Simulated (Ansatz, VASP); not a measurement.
Ti in VASP and in Ansatz

```
Ti
1.0
     0.00000    2.13150    2.03000
     2.13150    0.00000    2.03000
     2.13150    2.13150    0.00000
Ti
1
Direct
  0.00000 0.00000 0.00000
```

Change from the starting cell: strain +0.050 along x and y, +0.000 along z, atoms carried along.

Alike in both runs: task single point; functional PBEsol; k mesh 20 × 20 × 20; occupations gaussian, width 0.15 eV; no spin polarisation.

|  | VASP | Ansatz |
| --- | --- | --- |
| version | VASP 6.6.1 | Ansatz 0.2.0 |
| potentials or method | VASP PAW PBE potentials, release 64 (Ti_sv), cutoff 520 eV | scalar-relativistic, plane waves, PAW |
| valence electrons in the cell | 12 | 12 |

```tsv
	VASP	Ansatz	Ansatz less VASP
gap on the k mesh at the Fermi level (eV)	none	none	-
pressure (GPa)	-10.1	-9.6	+0.45
traceless stress, the component that is largest in VASP (GPa)	1.03	1.04	+0.009
```

VASP's potentials were made for PBE, not for PBEsol. A gap of «none» marks a metal or a gap that the smearing closes.
